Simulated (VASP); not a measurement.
# Si53Ge (a cell with a defect) in VASP: single point with PBE

Aim: the single point of Si53Ge (a cell with a defect) with PBE.

Everything below comes from runs of VASP 6.6.1. Logs are shortened: lines on timing, memory, paths and dates and some standing lists are left out, and cuts for length are marked.

## Step 1: The cell of the first run

The cell holds a defect, 54 atoms: a = 11.513 Å, b = 11.513 Å, c = 11.513 Å, α = 60.00°, β = 60.00°, γ = 60.00°.

## Step 2: Single point, PBE

INCAR reads:

```
SYSTEM = Si53Ge
  PREC = Accurate
  ENCUT = 520
  EDIFF = 1E-6
  ISMEAR = -1
  SIGMA = 0.01
  LREAL = Auto
  LASPH = .TRUE.
  NELM = 100
  ALGO = Normal
  ISIF = 2
  LWAVE = .FALSE.
  LCHARG = .FALSE.
  GGA = PE
  NBANDS = 146
```

KPOINTS reads:

```
Automatic mesh
0
G
  2 2 2
  0 0 0
```

POSCAR reads:

```
Si53Ge
1.0
    0.0000000000      8.1406800000      8.1406800000
    8.1406800000      0.0000000000      8.1406800000
    8.1406800000      8.1406800000      0.0000000000
Ge Si
1 53
Direct
    0.2500000000      0.2500000000      0.2500000000
    0.2499948699      0.2499948699      0.5838494352
    0.2499948699      0.2499948699      0.9161608249
    0.2499948699      0.5838494352      0.2499948699
    0.2499321694      0.5833559435      0.5833559435
    0.2499948699      0.5838494352      0.9161608249
    0.2499948699      0.9161608249      0.2499948699
    0.2499948699      0.9161608249      0.5838494352
    0.2500443141      0.9166518953      0.9166518953
    0.5838494352      0.2499948699      0.2499948699
    0.5833559435      0.2499321694      0.5833559435
    0.5838494352      0.2499948699      0.9161608249
    0.5833559435      0.5833559435      0.2499321694
    0.5833559435      0.5833559435      0.5833559435
    0.5833430682      0.5833430682      0.9166569318
    0.5838494352      0.9161608249      0.2499948699
    0.5833430682      0.9166569318      0.5833430682
    0.5833430682      0.9166569318      0.9166569318
    0.9161608249      0.2499948699      0.2499948699
    0.9161608249      0.2499948699      0.5838494352
    0.9166518953      0.2500443141      0.9166518953
    0.9161608249      0.5838494352      0.2499948699
    0.9166569318      0.5833430682      0.5833430682
    0.9166569318      0.5833430682      0.9166569318
    0.9166518953      0.9166518953      0.2500443141
    0.9166569318      0.9166569318      0.5833430682
    0.9166518953      0.9166518953      0.9166518953
    0.1653922563      0.1653922563      0.1653922563
    0.1653922563      0.1653922563      0.5038232310
    0.1666418957      0.1666418957      0.8333581043
    0.1653922563      0.5038232310      0.1653922563
    0.1666161016      0.4999993556      0.4999993556
    0.1666161016      0.4999993556      0.8333851871
    0.1666418957      0.8333581043      0.1666418957
    0.1666161016      0.8333851871      0.4999993556
    0.1666418957      0.8333581043      0.8333581043
    0.5038232310      0.1653922563      0.1653922563
    0.4999993556      0.1666161016      0.4999993556
    0.4999993556      0.1666161016      0.8333851871
    0.4999993556      0.4999993556      0.1666161016
    0.5000000000      0.5000000000      0.5000000000
    0.4999993556      0.4999993556      0.8333851871
    0.4999993556      0.8333851871      0.1666161016
    0.4999993556      0.8333851871      0.4999993556
    0.5000325489      0.8333224837      0.8333224837
    0.8333581043      0.1666418957      0.1666418957
    0.8333851871      0.1666161016      0.4999993556
    0.8333581043      0.1666418957      0.8333581043
    0.8333851871      0.4999993556      0.1666161016
    0.8333851871      0.4999993556      0.4999993556
    0.8333224837      0.5000325489      0.8333224837
    0.8333581043      0.8333581043      0.1666418957
    0.8333224837      0.8333224837      0.5000325489
    0.8333224837      0.8333224837      0.8333224837
```

Potentials or basis: VASP PAW PBE potentials, release 64 (Ge_d, Si).

Launch:

```console
cat potpaw_PBE.64/Ge_d/POTCAR potpaw_PBE.64/Si/POTCAR > POTCAR
mpirun -np 1 vasp_std > vasp.out
```

OUTCAR:

```text
SYSTEM = Si53Ge
   PREC = Accurate
   ENCUT = 520
   EDIFF = 1E-6
   ISMEAR = -1
   LREAL = Auto
   LASPH = .TRUE.
   NELM = 100
   ISIF = 2
   GGA = PE

 ion  position               nearest neighbor table
   1  0.250  0.250  0.250-  29 2.39  31 2.39  37 2.39  28 2.39
   2  0.250  0.250  0.584-  29 2.34  30 2.35  32 2.35  38 2.35
   3  0.250  0.250  0.916-  28 2.34  30 2.35  33 2.35  39 2.35
   4  0.250  0.584  0.250-  31 2.34  34 2.35  32 2.35  40 2.35
   5  0.250  0.583  0.583-  33 2.35  35 2.35  32 2.35  41 2.35
   6  0.250  0.584  0.916-  31 2.34  36 2.35  42 2.35  33 2.35
[... 46 lines left out ...]
  53  0.833  0.833  0.500-  26 2.35  23 2.35  17 2.35  25 2.35
  54  0.833  0.833  0.833-  18 2.35  24 2.35  26 2.35  27 2.35

  LATTYP: Found a face centered cubic cell.
 ALAT       =    16.2813600000

  Lattice vectors:

 A1 = (   0.0000000000,   8.1406800000,   8.1406800000)
 A2 = (   8.1406800000,   0.0000000000,   8.1406800000)
 A3 = (   8.1406800000,   8.1406800000,   0.0000000000)

Analysis of symmetry for initial positions (statically):
=====================================================================
 Subroutine PRICEL returns:
 Original cell was already a primitive cell.

 Routine SETGRP: Setting up the symmetry group for a
 face centered cubic supercell.

 Subroutine GETGRP returns: Found 24 space group operations
 (whereof 24 operations were pure point group operations)
 out of a pool of 48 trial point group operations.

The static configuration has the point symmetry T_d .

Analysis of symmetry for dynamics (positions and initial velocities):
=====================================================================
 Subroutine PRICEL returns:
 Original cell was already a primitive cell.

 Routine SETGRP: Setting up the symmetry group for a
 face centered cubic supercell.

 Subroutine GETGRP returns: Found 24 space group operations
 (whereof 24 operations were pure point group operations)
 out of a pool of 48 trial point group operations.

The dynamic configuration has the point symmetry T_d .

 Subroutine INISYM returns: Found 24 space group operations
 (whereof 24 operations are pure point group operations),
 and found     1 'primitive' translations

----------------------------------------------------------------------------------------
[... 172 lines left out ...]
   LASPH  =      T    aspherical Exc in radial PAW
   ENCUT  =  520.0 eV  38.22 Ry    6.18 a.u.  21.41 21.41 21.41*2*pi/ulx,y,z
   NELM   =    100;   NELMIN=  2; NELMDL= -5     # of ELM steps
   EDIFF  = 0.1E-05   stopping-criterion for ELM
   LREAL  =      T    real-space projection
   EDIFFG = 0.1E-04   stopping-criterion for IOM
   NSW    =      0    number of steps for IOM
[... 5 lines left out ...]
   TEBEG  =    0.0;   TEEND  =   0.0 temperature during run
   PSTRESS=    0.0 pullay stress
   NELECT =     226.0000    total number of electrons
   NUPDOWN=      -1.0000    fix difference up-down
   EMIN   =  10.00;   EMAX   =-10.00  energy-range for DOS
   EFERMI =   0.00;   METHOD = LEGACY
   ISMEAR =    -1;   SIGMA  =   0.01  broadening in eV -4-tet -1-fermi 0-gaus
   EFERMI_NEDOS =   21; number of points for ismear=-14 and -15
   IALGO  =     38    algorithm
   IMIX   =      4    mixing-type and parameters
     AMIX     =   0.40;   BMIX     =  1.00
     AMIX_MAG =   1.60;   BMIX_MAG =  1.00
  volume/ion in A,a.u.               =      19.98       134.84
  Fermi-wavevector in a.u.,A,eV,Ry     =   0.972240  1.837268 12.860924  0.945251
  Thomas-Fermi vector in A             =   2.102523
   LORBIT       =      0    0 simple, 1 ext, 2 COOP (PROOUT), +10 PAW based schemes
   GGA     = PE    functional components
   LHFCALC =     F    Hartree Fock is set to
   AEXX    =    0.0000 exact exchange contribution
   IVDW    =     0    specifies the selected vdW correction
   LEPSILON=     F    determine dielectric tensor
   LRPA    =     F    only Hartree local field effects (RPA)
 non-spin polarized calculation
  energy-cutoff  :      520.00
  volume of cell :     1078.98
 maximum number of plane-waves:     29123
 NGX is ok and might be reduce to    90
   NGX = 43   NGY = 43   NGZ = 43

 number of electron     226.0000006 magnetization

 Free energy of the ion-electron system (eV)
  ---------------------------------------------------
  ext. energy  EPLUGINS =         0.00000000
  ---------------------------------------------------
  free energy    TOTEN  =      -291.14920016 eV

  energy without entropy =     -291.14920016  energy(sigma->0) =     -291.14920016

 E-fermi :   6.1487     XC(G=0):  -9.4327

 val. band max:        5.8617860905   @ k =   0.0000   0.0000   0.0000
 cond. band min:       6.5334953512   @ k =   0.0000   0.0000   0.0000
 fundamental gap:      0.6717092607
 Fermi energy:         6.1486854532

 k-point     1 :       0.0000    0.0000    0.0000
  band No.  band energies     occupation
      1     -18.2216      2.00000
      2     -18.2216      2.00000
      3     -18.2216      2.00000
      4     -18.1953      2.00000
      5     -18.1953      2.00000
      6      -6.1475      2.00000
[... 373 lines left out ...]
    124       7.8962      0.00000
    125       7.9674      0.00000
 [bands above 125 left out]

------------------------ aborting loop because EDIFF is reached ----------------------------------------

  FORCE on cell =-STRESS in cart. coord.  units (eV):
  Direction    XX          YY          ZZ          XY          YZ          ZX
  --------------------------------------------------------------------------------------
  -------------------------------------------------------------------------------------
  Total       16.3483540     16.3483540     16.3483540      0.0000000      0.0000000      0.0000000
  in kB       24.2757451     24.2757451     24.2757451      0.0000000      0.0000000      0.0000000
  external PRESSURE =      24.2757451 kB  Pullay stress =       0.0000000 kB

 VOLUME and BASIS-vectors are now :
 -----------------------------------------------------------------------------
  energy-cutoff  :      520.00
  volume of cell :     1078.98
      direct lattice vectors                 reciprocal lattice vectors
     0.000000000  8.140680000  8.140680000    -0.061419931  0.061419931  0.061419931
     8.140680000  0.000000000  8.140680000     0.061419931 -0.061419931  0.061419931
     8.140680000  8.140680000  0.000000000     0.061419931  0.061419931 -0.061419931

 POSITION                                       TOTAL-FORCE (eV/Angst)
 -----------------------------------------------------------------------------------
      4.07034      4.07034      4.07034         0.000000     -0.000000      0.000000
      6.78806      6.78806      4.07026        -0.001163     -0.001163     -0.000849
      9.49330      9.49330      4.07026         0.001163      0.001163     -0.000849
      6.78806      4.07026      6.78806        -0.001163     -0.000849     -0.001163
      9.49783      6.78353      6.78353        -0.004664      0.004664      0.004664
     12.21110      9.49330      6.78806         0.000849      0.001163     -0.001163
[... 46 lines left out ...]
     10.85442     10.85442     13.56762        -0.002027     -0.002027      0.002027
     13.56762     13.56762     13.56762         0.002027      0.002027      0.002027
 -----------------------------------------------------------------------------------
    total drift:                               -0.000001     -0.000001     -0.000001

  FREE ENERGIE OF THE ION-ELECTRON SYSTEM (eV)
  ---------------------------------------------------
  free  energy   TOTEN  =      -291.1492001618 eV

  energy  without entropy=     -291.1492001618  energy(sigma->0) =     -291.14920016
```

It took 16 min on 1 thread of Intel Xeon Platinum 8488C (Sapphire Rapids), shared host; peak memory 1.4 GiB.

What came out:

* Free energy: -291.1492 eV
* Pressure: 2.4 GPa
* Largest force: 0.008 eV/Å
* Band gap on the k mesh: 0.67 eV

Forces on the atoms (eV/Å):
```
Ge   0.000  0.000  0.000
Si  -0.001 -0.001 -0.001
Si   0.001  0.001 -0.001
Si  -0.001 -0.001 -0.001
Si  -0.005  0.005  0.005
Si   0.001  0.001 -0.001
Si   0.001 -0.001  0.001
Si   0.001 -0.001  0.001
Si   0.000  0.000  0.000
Si  -0.001 -0.001 -0.001
Si   0.005 -0.005  0.005
Si   0.001  0.001 -0.001
Si   0.005  0.005 -0.005
Si  -0.005 -0.005 -0.005
Si   0.000  0.000  0.002
Si   0.001 -0.001  0.001
Si   0.000  0.002  0.000
Si  -0.002  0.000  0.000
Si  -0.001  0.001  0.001
Si  -0.001  0.001  0.001
Si   0.000  0.000  0.000
Si  -0.001  0.001  0.001
Si   0.002  0.000  0.000
Si   0.000 -0.002  0.000
Si   0.000  0.000  0.000
Si   0.000  0.000 -0.002
Si   0.000  0.000  0.000
Si   0.001  0.001  0.001
Si  -0.001 -0.001  0.001
Si   0.000  0.000  0.004
Si  -0.001  0.001 -0.001
Si   0.002 -0.001 -0.001
Si   0.001 -0.002 -0.001
Si   0.000  0.004  0.000
Si   0.001 -0.001 -0.002
Si  -0.004  0.000  0.000
Si   0.001 -0.001 -0.001
Si  -0.001  0.002 -0.001
Si  -0.002  0.001 -0.001
Si  -0.001 -0.001  0.002
Si   0.000  0.000  0.000
Si   0.001  0.001  0.002
Si  -0.002 -0.001  0.001
Si   0.001  0.002  0.001
Si   0.002 -0.002 -0.002
Si   0.004  0.000  0.000
Si  -0.001  0.001 -0.002
Si   0.000 -0.004  0.000
Si  -0.001 -0.002  0.001
Si   0.002  0.001  0.001
Si  -0.002  0.002 -0.002
Si   0.000  0.000 -0.004
Si  -0.002 -0.002  0.002
Si   0.002  0.002  0.002
```
